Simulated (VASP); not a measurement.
# LaO4 (P-4m2) in VASP: a series of runs, part 2 of 2

VASP 6.6.1. Earlier steps stand in the parts before.

**3. Single point, PBE**

This run uses another cell than the first one, of 22.05 Å³/atom.

INCAR reads:

```
SYSTEM = LaO4
ALGO     = Normal         ! electronic algorithm
EDIFF    = 1E-7           ! SCF threshold, eV
ENCUT    = 520            ! plane-wave cutoff, eV
GGA      = PE             ! functional
ISIF     = 2              ! what is computed and relaxed
ISMEAR   = 0              ! smearing method
LASPH    = .True.         ! aspherical terms in the spheres
LCHARG   = .False.        ! write CHGCAR
LREAL    = .False.        ! projectors in reciprocal space
LWAVE    = .False.        ! write WAVECAR
NBANDS   = 26             ! bands
NELM     = 60             ! most SCF steps
PREC     = Accurate       ! precision mode
SIGMA    = 0.1            ! smearing width, eV
```

KPOINTS reads:

```
k-points
0
Gamma
  4 4 4
  0 0 0
```

POSCAR reads:

```
LaO4
1.0
    4.0746977484      0.0000000000      0.0000000000
    0.0000000000      4.0746977484      0.0000000000
    0.0000000000      0.0000000000      6.6389695828
La O
1 4
Direct
    0.5000000000      0.5000000000      0.0000000000
    0.5000000000      0.5000000000      0.4083550835
    0.5000000000      0.5000000000      0.5916449165
    0.0000000000      0.5000000000      0.8479396180
    0.5000000000      0.0000000000      0.1520603820
```

Potentials or basis: VASP PAW PBE potentials, release 64 (La, O).

The run is started by

```
$ cat potpaw_PBE.64/La/POTCAR potpaw_PBE.64/O/POTCAR > POTCAR
$ mpirun -np 1 vasp_std > vasp.out
```

OUTCAR:

```text
SYSTEM = LaO4
   EDIFF = 1E-7
   ENCUT = 520
   GGA = PE
   ISIF = 2
   ISMEAR = 0
   LASPH = .True.
   LREAL = .False.
   NELM = 60
   PREC = Accurate

 ion  position               nearest neighbor table
   1  0.500  0.500  0.000-   4 2.27   5 2.27   5 2.27   4 2.27   2 2.71   3 2.71
   2  0.500  0.500  0.408-   3 1.22   1 2.71
   3  0.500  0.500  0.592-   2 1.22   1 2.71
   4  0.000  0.500  0.848-   1 2.27   1 2.27
   5  0.500  0.000  0.152-   1 2.27   1 2.27

  LATTYP: Found a simple tetragonal cell.
[... 715 lines left out ...]
  --------------------------------------------------------------------------------------
  -------------------------------------------------------------------------------------
  Total       -0.1444523     -0.1444523      1.3533990      0.0000000      0.0000000      0.0000000
  in kB       -2.0996343     -2.0996343     19.6718389      0.0000000      0.0000000      0.0000000
  external PRESSURE =       5.1575234 kB  Pullay stress =       0.0000000 kB

 VOLUME and BASIS-vectors are now :
 -----------------------------------------------------------------------------
  energy-cutoff  :      520.00
  volume of cell :      110.23
      direct lattice vectors                 reciprocal lattice vectors
     4.074697748  0.000000000  0.000000000     0.245416976  0.000000000  0.000000000
     0.000000000  4.074697748  0.000000000     0.000000000  0.245416976  0.000000000
     0.000000000  0.000000000  6.638969583     0.000000000  0.000000000  0.150625784

 POSITION                                       TOTAL-FORCE (eV/Angst)
 -----------------------------------------------------------------------------------
      2.03735      2.03735      0.00000         0.000000     -0.000000      0.000000
      2.03735      2.03735      2.71106        -0.000000      0.000000     -1.193902
      2.03735      2.03735      3.92791         0.000000      0.000000      1.193902
      0.00000      2.03735      5.62945         0.000000      0.000000      0.004660
      2.03735      0.00000      1.00952         0.000000      0.000000     -0.004660
 -----------------------------------------------------------------------------------
    total drift:                                0.000000      0.000000     -0.000000

  FREE ENERGIE OF THE ION-ELECTRON SYSTEM (eV)
  ---------------------------------------------------
  free  energy   TOTEN  =       -30.2519458295 eV

  energy  without entropy=      -30.1877268006  energy(sigma->0) =      -30.21983632
```

stdout:

```text
POSCAR found type information on POSCAR LaO
 POSCAR found :  2 types and       5 ions
 scaLAPACK will be used
 LDA part: xc-table for (Slater+PW92), standard interpolation
 POSCAR, INCAR and KPOINTS ok, starting setup
 FFT: planning ... GRIDC
 FFT: planning ... GRID_SOFT
 FFT: planning ... GRID
 WAVECAR not read
 entering main loop
```

It took 83 s on 1 thread of Intel Xeon 8259CL, shared host; peak memory 0.23 GiB.

What came out:

- Free energy: -30.2519 eV
- Pressure: 0.5 GPa
- Largest force: 1.194 eV/Å
- Band gap on the k mesh: zero (an odd number of electrons rules out a gap without spin polarisation)

Forces on the atoms (eV/Å):
```
La   0.000  0.000  0.000
O    0.000  0.000 -1.194
O    0.000  0.000  1.194
O    0.000  0.000  0.005
O    0.000  0.000 -0.005
```

Caveat: the k points lie up to 0.39 Å⁻¹ apart, too coarse for converged energies and pressures of a metal; the standard files for N, O and F lose accuracy on very short bonds; spin-orbit coupling is left out, which moves the levels of the heavy elements; an odd number of electrons without spin polarisation forces a metal; a magnetic or distorted state may lie lower.

**4. Relaxation of cell and atoms, PBE**

INCAR reads:

```
SYSTEM = LaO4
PREC     = Accurate       ! precision mode
ENCUT    = 600            ! plane-wave cutoff, eV
EDIFF    = 1E-6           ! SCF threshold, eV
ISMEAR   = 0              ! smearing method
SIGMA    = 0.1            ! smearing width, eV
LREAL    = .False.        ! projectors in reciprocal space
LASPH    = .True.         ! aspherical terms in the spheres
NELM     = 100            ! most SCF steps
ALGO     = Normal         ! electronic algorithm
ISIF     = 3              ! what is computed and relaxed
LWAVE    = .False.        ! write WAVECAR
LCHARG   = .False.        ! write CHGCAR
GGA      = PE             ! functional
IBRION   = 2              ! ionic algorithm
NSW      = 90             ! ionic steps
EDIFFG   = -0.04          ! ionic threshold
```

KPOINTS reads:

```
Automatic mesh
0
Gamma
  4 4 4
  0 0 0
```

POSCAR reads:

```
LaO4
1.0
    3.9284387900      0.0000000000      0.0000000000
    0.0000000000      3.9284387900      0.0000000000
    0.0000000000      0.0000000000      4.6348574900
La O
1 4
Direct
    0.5000000000      0.5000000000      0.0000000000
    0.5000000000      0.5000000000      0.3413856100
    0.5000000000      0.5000000000      0.6586143900
    0.0000000000      0.5000000000      0.6311259300
    0.5000000000      0.0000000000      0.3688740700
```

The run is started by

```
$ cat potpaw_PBE.64/La/POTCAR potpaw_PBE.64/O/POTCAR > POTCAR
$ mpirun -np 1 vasp_std > vasp.out
```

It took 25 min on 1 thread of Intel Xeon 8259CL, shared host; peak memory 0.24 GiB.

The run converged. Its results:

```yaml
Free_energy: -29.9493 eV
Relaxed_volume: 20.86 Å³/atom
Relaxed_cell: a = 4.109 Å, b = 4.109 Å, c = 6.179 Å, α = 90.00°, β = 90.00°, γ = 90.00°
Space_group_after_relaxing_to_0.1_Å: P-4m2 (No. 115)
Pressure_after_relaxing: -0.1 GPa
Largest_force_after_relaxing: 0.023 eV/Å
Band_gap_on_the_k_mesh: zero (an odd number of electrons rules out a gap without spin polarisation)
```

Forces on the atoms (eV/Å):
```
La   0.000  0.000  0.000
O    0.000  0.000 -0.006
O    0.000  0.000  0.006
O    0.000  0.000 -0.023
O    0.000  0.000  0.023
```

Stress tensor (GPa, compression positive):
```
-0.10  0.00  0.00
 0.00 -0.10  0.00
 0.00  0.00  0.01
```

Final structure:
```yaml
crystal:
  lattice:
    - [4.10904, 0.00000, 0.00000]
    - [0.00000, 4.10904, 0.00000]
    - [0.00000, 0.00000, 6.17885]
  atoms:
    - { symbol: La, position: [0.50000, 0.50000, 0.00000] }
    - { symbol: O, position: [0.50000, 0.50000, 0.39986] }
    - { symbol: O, position: [0.50000, 0.50000, 0.60014] }
    - { symbol: O, position: [0.00000, 0.50000, 0.84232] }
    - { symbol: O, position: [0.50000, 0.00000, 0.15768] }
```

Levels at points of the mesh, in eV from the Fermi level:
```tsv
k point	band 15	band 16	band 17	band 18	band 19	band 20
(0.00, 0.00, 0.00)	-1.14	-0.22	-0.22	0.40	0.40	4.31
(0.50, 0.00, 0.00)	-1.01	-0.91	-0.80	0.31	0.38	5.12
(0.50, 0.50, 0.00)	-1.11	-1.11	-0.55	0.22	0.22	5.45
(0.00, 0.00, 0.50)	-1.28	-0.67	-0.67	0.31	0.31	4.69
(0.50, 0.00, 0.50)	-1.02	-0.91	-0.72	-0.10	0.37	5.23
(0.50, 0.50, 0.50)	-1.18	-1.18	-0.58	0.36	0.36	5.47
```

Caveat: the k points lie up to 0.38 Å⁻¹ apart in the final cell, too coarse for converged energies and pressures of a metal; the volume moved by over 15 % at a fixed basis, so the end points are rough; spin-orbit coupling is left out, which moves the levels of the heavy elements; an odd number of electrons without spin polarisation forces a metal; a magnetic or distorted state may lie lower.

**5. The runs side by side**

| task | cell | cutoff (eV) | gap on the mesh (eV) | pressure (GPa) | largest force (eV/Å) |
| --- | --- | --- | --- | --- | --- |
| single point | a = 3.928, b = 3.928, c = 4.635 Å, 5 atoms, atomic positions A | 520 | none | 62.4 | 11.29 |
| single point | a = 4.075, b = 4.075, c = 6.639 Å, 5 atoms, atomic positions B | 520 | none | 0.5 | 1.19 |
| relaxation of cell and atoms | relaxed from a = 3.928, b = 3.928, c = 4.635 Å, 5 atoms, atomic positions A | 600 | none | -0.1 | 0.02 |

Alike in all rows: level PBE; potentials or basis VASP PAW PBE potentials, release 64 (La, O); no spin polarisation; k mesh 4 × 4 × 4; smearing gaussian 0.1 eV.

Caveats: all runs use coarse meshes; spin-orbit coupling is left out, which moves the levels of the heavy elements; an odd number of electrons without spin polarisation forces a metal; a magnetic or distorted state may lie lower; the standard files for N, O and F lose accuracy on very short bonds (at least some runs); the volume moved by over 15 % at a fixed basis, so the end points are rough (at least some runs).

Absolute energies hang on the potentials; compare differences alone.
